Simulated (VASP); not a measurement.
# In (Fmmm) in VASP: notebook

The runs below take In through single point, with PBE.

Program: VASP 6.6.1. These are calculated values, not measurements. Logs are shortened: lines on timing, memory, paths and dates and some standing lists are left out, and cuts for length are marked.

**1. The cell of the first run**

Symmetry: Fmmm, No. 69, orthorhombic system. The conventional cell has a = 4.730 Å, b = 4.858 Å, c = 5.008 Å, α = 90.00°, β = 90.00°, γ = 90.00°. In (site symmetry mmm) has 12 In at 3.39 to 3.49 Å within 4.5 Å.

**2. Single point, PBE (engineering shear strain xy -0.0267, normal strain along z +0.0467)**

Contents of INCAR:

```
PREC = Accurate ; ENCUT = 520
EDIFF = 1E-7 ; ISMEAR = 0
SIGMA = 0.15 ; LREAL = F
LASPH = T ; NELM = 80
ALGO = Fast ; ISIF = 2
LWAVE = F ; LCHARG = F
GGA = PE ; NBANDS = 12
```

Contents of KPOINTS:

```
regular mesh
0
Gamma
  18 18 18
```

Contents of POSCAR:

```
In
1.0
   -1.7177366470      1.7177366470      2.5038039644
    1.7177366470     -1.7177366470      2.5038039644
    1.6724772910      1.6724772910     -2.5038039644
In
1
Direct
    0.0000000000      0.0000000000      0.0000000000
```

Potentials or basis: VASP PAW PBE potentials, release 64 (In_d).

Started as:

```bash
$ cat potpaw_PBE.64/In_d/POTCAR > POTCAR
$ mpirun -np 1 vasp_std > vasp.out
```

OUTCAR:

```text
PREC = Accurate
   ENCUT = 520
   EDIFF = 1E-7
   ISMEAR = 0
   LREAL = F
   LASPH = T
   NELM = 80
   ISIF = 2
   GGA = PE

 ion  position               nearest neighbor table
   1  0.000  0.000  0.000-

  LATTYP: Found a face centered orthorhombic cell.
 ALAT       =     4.7304801354
 B/A-ratio  =     1.0270612679
 C/A-ratio  =     1.0585834388

  Lattice vectors:

 A1 = (   1.7177366470,  -1.7177366470,  -2.5038039644)
 A2 = (   1.6724772910,   1.6724772910,  -2.5038039644)
 A3 = (   3.3902139380,  -0.0452593560,   0.0000000000)

Analysis of symmetry for initial positions (statically):
=====================================================================
 Subroutine PRICEL returns:
 Original cell was already a primitive cell.

 Routine SETGRP: Setting up the symmetry group for a
 face centered orthorhombic supercell.

 Subroutine GETGRP returns: Found  8 space group operations
 (whereof  8 operations were pure point group operations)
 out of a pool of  8 trial point group operations.

The static configuration has the point symmetry D_2h.

Analysis of symmetry for dynamics (positions and initial velocities):
=====================================================================
 Subroutine PRICEL returns:
 Original cell was already a primitive cell.

 Routine SETGRP: Setting up the symmetry group for a
 face centered orthorhombic supercell.

 Subroutine GETGRP returns: Found  8 space group operations
 (whereof  8 operations were pure point group operations)
 out of a pool of  8 trial point group operations.

The dynamic configuration has the point symmetry D_2h.

 Subroutine INISYM returns: Found  8 space group operations
 (whereof  8 operations are pure point group operations),
 and found     1 'primitive' translations

----------------------------------------------------------------------------------------

                                     Primitive cell

  volume of cell :      28.7725

  direct lattice vectors                    reciprocal lattice vectors
    -1.717736647  1.717736647  2.503803964     0.003938507  0.295019215  0.199696145
     1.717736647 -1.717736647  2.503803964     0.295019215  0.003938507  0.199696145
     1.672477291  1.672477291 -2.503803964     0.298957721  0.298957721  0.000000000

  length of vectors
     3.488591789  3.488591789  3.444327927     0.356272928  0.356272928  0.422790064

  position of ions in fractional coordinates (direct lattice)
     0.000000000  0.000000000  0.000000000

  ion indices of the primitive-cell ions
   primitive index   ion index
                 1           1

----------------------------------------------------------------------------------------

 KPOINTS: regular mesh

Automatic generation of k-mesh.
 Grid dimensions read from file:
 generate k-points for:   18   18   18

 Generating k-lattice:

  Cartesian coordinates                     Fractional coordinates (reciprocal lattice)
     0.000218806  0.016389956  0.011094230     0.055555556  0.000000000 -0.000000000
     0.016389956  0.000218806  0.011094230     0.000000000  0.055555556 -0.000000000
     0.016608762  0.016608762  0.000000000     0.000000000  0.000000000  0.055555556

  Length of vectors
     0.019792940  0.019792940  0.023488337

  Shift w.r.t. Gamma in fractional coordinates (k-lattice)
     0.000000000  0.000000000  0.000000000

 Subroutine IBZKPT returns following result:
 ===========================================

 Found    865 irreducible k-points:

 Following reciprocal coordinates:
            Coordinates               Weight
  0.000000  0.000000  0.000000      1.000000
  0.055556  0.000000 -0.000000      8.000000
  0.111111  0.000000 -0.000000      8.000000
  0.166667 -0.000000  0.000000      8.000000
  0.222222  0.000000 -0.000000      8.000000
  0.277778  0.000000 -0.000000      8.000000
[... 16 lines left out ...]
 -0.277778  0.055556  0.000000      8.000000
 -0.222222  0.055556  0.000000      8.000000
 [... further k-points ...]
   k-points           NKPTS =    865   k-points in BZ     NKDIM =    865   number of bands    NBANDS=     12
   number of dos      NEDOS =    301   number of ions     NIONS =      1
   total plane-waves  NPLWV =  21952
   dimension x,y,z NGX =    28 NGY =   28 NGZ =   28
   dimension x,y,z NGXF=    56 NGYF=   56 NGZF=   56
   ions per type =               1
   NGX,Y,Z   is equivalent  to a cutoff of  13.34, 13.34, 13.51 a.u.
   NGXF,Y,Z  is equivalent  to a cutoff of  26.69, 26.69, 27.03 a.u.
 SYSTEM =  unknown system
   PREC   = accura    normal or accurate (medium, high low for compatibility)
   ISTART =      0    job   : 0-new  1-cont  2-samecut
   ICHARG =      2    charge: 1-file 2-atom 10-const
   ISPIN  =      1    spin polarized calculation?
   LNONCOLLINEAR =      F non collinear calculations
   LSORBIT =      F    spin-orbit coupling
   LASPH  =      T    aspherical Exc in radial PAW
   ENCUT  =  520.0 eV  38.22 Ry    6.18 a.u.   6.49  6.49  6.40*2*pi/ulx,y,z
   NELM   =     80;   NELMIN=  2; NELMDL= -5     # of ELM steps
   EDIFF  = 0.1E-06   stopping-criterion for ELM
   LREAL  =      F    real-space projection
   EDIFFG = 0.1E-05   stopping-criterion for IOM
   NSW    =      0    number of steps for IOM
   IBRION =     -1    ionic relax: 0-MD 1-quasi-New 2-CG
   NFREE  =      0    steps in history (QN), initial steepest desc. (CG)
   ISIF   =      2    stress and relaxation
   ISYM   =      2    0-nonsym 1-usesym 2-fastsym
   POTIM  = 0.5000    time-step for ionic-motion
   TEBEG  =    0.0;   TEEND  =   0.0 temperature during run
   PSTRESS=    0.0 pullay stress
   NELECT =      13.0000    total number of electrons
   NUPDOWN=      -1.0000    fix difference up-down
   EMIN   =  10.00;   EMAX   =-10.00  energy-range for DOS
   EFERMI =   0.00;   METHOD = LEGACY
   ISMEAR =     0;   SIGMA  =   0.15  broadening in eV -4-tet -1-fermi 0-gaus
   EFERMI_NEDOS =   21; number of points for ismear=-14 and -15
   IALGO  =     68    algorithm
   IMIX   =      4    mixing-type and parameters
     AMIX     =   0.40;   BMIX     =  1.00
     AMIX_MAG =   1.60;   BMIX_MAG =  1.00
  volume/ion in A,a.u.               =      28.77       194.17
  Fermi-wavevector in a.u.,A,eV,Ry     =   1.256214  2.373900 21.470989  1.578073
  Thomas-Fermi vector in A             =   2.389933
   LORBIT       =      0    0 simple, 1 ext, 2 COOP (PROOUT), +10 PAW based schemes
   GGA     = PE    functional components
   LHFCALC =     F    Hartree Fock is set to
   AEXX    =    0.0000 exact exchange contribution
   IVDW    =     0    specifies the selected vdW correction
   LEPSILON=     F    determine dielectric tensor
   LRPA    =     F    only Hartree local field effects (RPA)
 non-spin polarized calculation
 RMM-DIIS sequential band-by-band and
 Gauss-broadening in eV      SIGMA  =   0.15
  energy-cutoff  :      520.00
  volume of cell :       28.77
 maximum number of plane-waves:       795
 NGX is ok and might be reduce to    28
   NGX = 13   NGY = 13   NGZ = 13

 number of electron      13.0000001 magnetization

 Free energy of the ion-electron system (eV)
  ---------------------------------------------------
  ext. energy  EPLUGINS =         0.00000000
  ---------------------------------------------------
  free energy    TOTEN  =        -2.55635417 eV

  energy without entropy =       -2.55057844  energy(sigma->0) =       -2.55346631

 E-fermi :   6.4788     XC(G=0):  -9.8096

 val. band max:        6.4764954849   @ k =   0.2778   0.2778   0.1111
 cond. band min:       6.4800208697   @ k =   0.1111   0.1111   0.3333
 fundamental gap:      0.0035253848
 Fermi energy:         6.4788367148

 k-point     1 :       0.0000    0.0000    0.0000
  band No.  band energies     occupation
      1      -8.0904      2.00000
      2      -8.0568      2.00000
      3      -8.0312      2.00000
      4      -7.9562      2.00000
      5      -7.9029      2.00000
      6      -2.4238      2.00000
      7      16.1655      0.00000
      8      16.2327      0.00000
      9      16.2872      0.00000
     10      17.8264      0.00000
     11      19.6719      0.00000
     12      19.7607      0.00000

 k-point     2 :       0.0556    0.0000   -0.0000
  band No.  band energies     occupation
      1      -8.0870      2.00000
      2      -8.0543      2.00000
      3      -8.0291      2.00000
      4      -7.9559      2.00000
      5      -7.9040      2.00000
      6      -2.3612      2.00000
      7      15.4133      0.00000
      8      16.1058      0.00000
      9      16.1243      0.00000
     10      17.6047      0.00000
     11      19.9049      0.00000
     12      19.9479      0.00000

 k-point     3 :       0.1111    0.0000   -0.0000
  band No.  band energies     occupation
      1      -8.0794      2.00000
      2      -8.0486      2.00000
      3      -8.0225      2.00000
      4      -7.9534      2.00000
      5      -7.9064      2.00000
      6      -2.1727      2.00000
      7      13.7698      0.00000
      8      15.7770      0.00000
      9      15.8812      0.00000
     10      17.4544      0.00000
     11      20.3342      0.00000
     12      20.4282      0.00000
[... 286 lines left out ...]
 k-point    23 :      -0.2778    0.0556    0.0000
  band No.  band energies     occupation
      1      -8.0767      2.00000
      2      -8.0450      2.00000
      3      -8.0019      2.00000
      4      -7.9123      2.00000
      5      -7.8778      2.00000
      6      -0.9853      2.00000
      7       9.1578      0.00000
      8      14.0942      0.00000
      9      15.0671      0.00000
     10      17.2909      0.00000
     11      18.9728      0.00000
     12      19.6670      0.00000

 k-point    24 :      -0.2222    0.0556    0.0000
  band No.  band energies     occupation
      1      -8.0727      2.00000
      2      -8.0432      2.00000
      3      -8.0008      2.00000
      4      -7.9367      2.00000
      5      -7.8977      2.00000
      6      -1.5175      2.00000
      7      10.8541      0.00000
      8      14.4303      0.00000
      9      15.3687      0.00000
     10      17.5336      0.00000
     11      19.2304      0.00000
     12      20.2350      0.00000

 [... further k-points ...]

------------------------ aborting loop because EDIFF is reached ----------------------------------------

  FORCE on cell =-STRESS in cart. coord.  units (eV):
  Direction    XX          YY          ZZ          XY          YZ          ZX
  --------------------------------------------------------------------------------------
  -------------------------------------------------------------------------------------
  Total       -0.2607467     -0.2607467     -0.2769216      0.0187423      0.0000000      0.0000000
  in kB      -14.5195223    -14.5195223    -15.4202095      1.0436560      0.0000000      0.0000000
  external PRESSURE =     -14.8197514 kB  Pullay stress =       0.0000000 kB

 VOLUME and BASIS-vectors are now :
 -----------------------------------------------------------------------------
  energy-cutoff  :      520.00
  volume of cell :       28.77
      direct lattice vectors                 reciprocal lattice vectors
    -1.717736647  1.717736647  2.503803964     0.003938507  0.295019215  0.199696145
     1.717736647 -1.717736647  2.503803964     0.295019215  0.003938507  0.199696145
     1.672477291  1.672477291 -2.503803964     0.298957721  0.298957721  0.000000000

 POSITION                                       TOTAL-FORCE (eV/Angst)
 -----------------------------------------------------------------------------------
      0.00000      0.00000      0.00000         0.000000      0.000000      0.000000
 -----------------------------------------------------------------------------------
    total drift:                                0.000000      0.000000      0.000000

  FREE ENERGIE OF THE ION-ELECTRON SYSTEM (eV)
  ---------------------------------------------------
  free  energy   TOTEN  =        -2.5563541720 eV

  energy  without entropy=       -2.5505784427  energy(sigma->0) =       -2.55346631
```

It took 4.5 min on 1 thread of AMD EPYC 9R45 (Zen 5), shared host; peak memory 0.36 GiB.

What came out:

- Free energy: -2.5564 eV
- Pressure: -1.5 GPa
- Band gap on the k mesh: zero (an odd number of electrons rules out a gap without spin polarisation)

Caveat: the cell differs from its parent crystal (engineering shear strain xy -0.0267, normal strain along z +0.0467); spin-orbit coupling is left out, which moves the levels of the heavy elements.

**3. Single point, PBE (engineering shear strain xy -0.0267, normal strain along z +0.0700)**

Contents of INCAR:

```
SYSTEM = In
PREC = Accurate
ENCUT = 520
EDIFF = 1E-6
ISMEAR = 0
SIGMA = 0.15
LREAL = .FALSE.
LASPH = .TRUE.
NELM = 100
ALGO = Fast
ISIF = 2
LWAVE = .FALSE.
LCHARG = .FALSE.
GGA = PE
NBANDS = 12
```

Contents of KPOINTS:

```
regular mesh
0
G
  18 18 18
  0 0 0
```

Contents of POSCAR:

```
In
1.0
   -1.7177366470      1.7177366470      2.5595397362
    1.7177366470     -1.7177366470      2.5595397362
    1.6724772910      1.6724772910     -2.5595397362
In
1
Direct
    0.0000000000      0.0000000000      0.0000000000
```

Potentials or basis: VASP PAW PBE potentials, release 64 (In_d).

Started as:

```bash
$ cat potpaw_PBE.64/In_d/POTCAR > POTCAR
$ mpirun -np 1 vasp_std > vasp.out
```

OUTCAR:

```text
SYSTEM = In
   PREC = Accurate
   ENCUT = 520
   EDIFF = 1E-6
   ISMEAR = 0
   LREAL = .FALSE.
   LASPH = .TRUE.
   NELM = 100
   ISIF = 2
   GGA = PE

 ion  position               nearest neighbor table
   1  0.000  0.000  0.000-

  LATTYP: Found a face centered orthorhombic cell.
 ALAT       =     4.7304801354
 B/A-ratio  =     1.0270612679
 C/A-ratio  =     1.0821479693

  Lattice vectors:

 A1 = (   1.7177366470,  -1.7177366470,  -2.5595397362)
 A2 = (   1.6724772910,   1.6724772910,  -2.5595397362)
 A3 = (   3.3902139380,  -0.0452593560,   0.0000000000)

Analysis of symmetry for initial positions (statically):
=====================================================================
 Subroutine PRICEL returns:
 Original cell was already a primitive cell.

 Routine SETGRP: Setting up the symmetry group for a
 face centered orthorhombic supercell.

 Subroutine GETGRP returns: Found  8 space group operations
 (whereof  8 operations were pure point group operations)
 out of a pool of  8 trial point group operations.

The static configuration has the point symmetry D_2h.

Analysis of symmetry for dynamics (positions and initial velocities):
=====================================================================
 Subroutine PRICEL returns:
 Original cell was already a primitive cell.

 Routine SETGRP: Setting up the symmetry group for a
 face centered orthorhombic supercell.

 Subroutine GETGRP returns: Found  8 space group operations
 (whereof  8 operations were pure point group operations)
 out of a pool of  8 trial point group operations.

The dynamic configuration has the point symmetry D_2h.

 Subroutine INISYM returns: Found  8 space group operations
 (whereof  8 operations are pure point group operations),
 and found     1 'primitive' translations

----------------------------------------------------------------------------------------

                                     Primitive cell

  volume of cell :      29.4130

[... 115 lines left out ...]
   LEPSILON=     F    determine dielectric tensor
   LRPA    =     F    only Hartree local field effects (RPA)
 non-spin polarized calculation
 RMM-DIIS sequential band-by-band and
 Gauss-broadening in eV      SIGMA  =   0.15
  energy-cutoff  :      520.00
  volume of cell :       29.41
 maximum number of plane-waves:       808
   NGX = 13   NGY = 13   NGZ = 13

 number of electron      13.0000003 magnetization

 Free energy of the ion-electron system (eV)
  ---------------------------------------------------
  ext. energy  EPLUGINS =         0.00000000
  ---------------------------------------------------
  free energy    TOTEN  =        -2.54961298 eV

  energy without entropy =       -2.54392819  energy(sigma->0) =       -2.54677059

 E-fermi :   6.2471     XC(G=0):  -9.7089

 val. band max:        6.2461524019   @ k =  -0.0556   0.3333   0.0556
 cond. band min:       6.2475662791   @ k =  -0.2778   0.5000   0.2778
 fundamental gap:      0.0014138772
 Fermi energy:         6.2471126285

 k-point     1 :       0.0000    0.0000    0.0000
  band No.  band energies     occupation
      1      -8.3147      2.00000
      2      -8.2586      2.00000
      3      -8.2347      2.00000
      4      -8.1842      2.00000
      5      -8.1123      2.00000
      6      -2.5118      2.00000
      7      15.7465      0.00000
      8      15.8156      0.00000
      9      15.8891      0.00000
     10      17.5743      0.00000
     11      19.2605      0.00000
     12      19.3969      0.00000
[... 331 lines left out ...]
 k-point    24 :      -0.2222    0.0556    0.0000
  band No.  band energies     occupation
      1      -8.2810      2.00000
      2      -8.2613      2.00000
      3      -8.2076      2.00000
      4      -8.1552      2.00000
      5      -8.1163      2.00000
      6      -1.6166      2.00000
      7      10.5433      0.00000
      8      13.9902      0.00000
      9      15.0268      0.00000
     10      17.2411      0.00000
     11      19.0127      0.00000
     12      19.4719      0.00000

 [... further k-points ...]

------------------------ aborting loop because EDIFF is reached ----------------------------------------

  FORCE on cell =-STRESS in cart. coord.  units (eV):
  Direction    XX          YY          ZZ          XY          YZ          ZX
  --------------------------------------------------------------------------------------
  -------------------------------------------------------------------------------------
  Total       -0.3808100     -0.3808100     -0.3797485      0.0032321      0.0000000      0.0000000
  in kB      -20.7434135    -20.7434135    -20.6855938      0.1760593      0.0000000      0.0000000
  external PRESSURE =     -20.7241402 kB  Pullay stress =       0.0000000 kB

 VOLUME and BASIS-vectors are now :
 -----------------------------------------------------------------------------
  energy-cutoff  :      520.00
  volume of cell :       29.41
      direct lattice vectors                 reciprocal lattice vectors
    -1.717736647  1.717736647  2.559539736     0.003938507  0.295019215  0.195347622
     1.717736647 -1.717736647  2.559539736     0.295019215  0.003938507  0.195347622
     1.672477291  1.672477291 -2.559539736     0.298957721  0.298957721  0.000000000

 POSITION                                       TOTAL-FORCE (eV/Angst)
 -----------------------------------------------------------------------------------
      0.00000      0.00000      0.00000         0.000000      0.000000      0.000000
 -----------------------------------------------------------------------------------
    total drift:                                0.000000      0.000000      0.000000

  FREE ENERGIE OF THE ION-ELECTRON SYSTEM (eV)
  ---------------------------------------------------
  free  energy   TOTEN  =        -2.5496129832 eV

  energy  without entropy=       -2.5439281899  energy(sigma->0) =       -2.54677059
```

OSZICAR:

```text
N       E                     dE             d eps       ncg     rms          rms(c)
DAV:   1     0.783760522151E+02    0.78376E+02   -0.62303E+03 21084   0.131E+03
DAV:   2     0.139225490334E+01   -0.76984E+02   -0.75084E+02 21656   0.287E+02
DAV:   3    -0.247470786735E+01   -0.38670E+01   -0.38556E+01 24728   0.647E+01
DAV:   4    -0.256553785217E+01   -0.90830E-01   -0.90804E-01 26324   0.102E+01
DAV:   5    -0.256966460672E+01   -0.41268E-02   -0.41266E-02 28580   0.189E+00    0.178E+00
RMM:   6    -0.255256384058E+01    0.17101E-01   -0.24105E-02 25345   0.239E+00    0.951E-01
RMM:   7    -0.254956555255E+01    0.29983E-02   -0.99373E-03 24369   0.125E+00    0.213E-01
RMM:   8    -0.254953489422E+01    0.30658E-04   -0.16508E-03 27335   0.654E-01    0.490E-02
RMM:   9    -0.254959850578E+01   -0.63612E-04   -0.53595E-04 30585   0.255E-01    0.380E-02
RMM:  10    -0.254960617402E+01   -0.76682E-05   -0.16176E-04 27445   0.232E-01    0.572E-03
RMM:  11    -0.254961155800E+01   -0.53840E-05   -0.75188E-05 34048   0.928E-02    0.822E-03
RMM:  12    -0.254961300213E+01   -0.14441E-05   -0.13658E-05 26001   0.419E-02    0.192E-02
RMM:  13    -0.254961298321E+01    0.18917E-07   -0.34310E-06 23751   0.282E-02
   1 F= -.25496130E+01 E0= -.25467706E+01  d E =-.568479E-02
```

Run time: 4 min. Hardware: 1 thread of AMD EPYC 9R45 (Zen 5), shared host; peak memory 0.36 GiB.

What came out:

```yaml
Free_energy: -2.5496 eV
Pressure: -2.1 GPa
Band_gap_on_the_k_mesh: zero (an odd number of electrons rules out a gap without spin polarisation)
```

Caveat: the cell differs from its parent crystal (engineering shear strain xy -0.0267, normal strain along z +0.0700); spin-orbit coupling is left out, which moves the levels of the heavy elements.
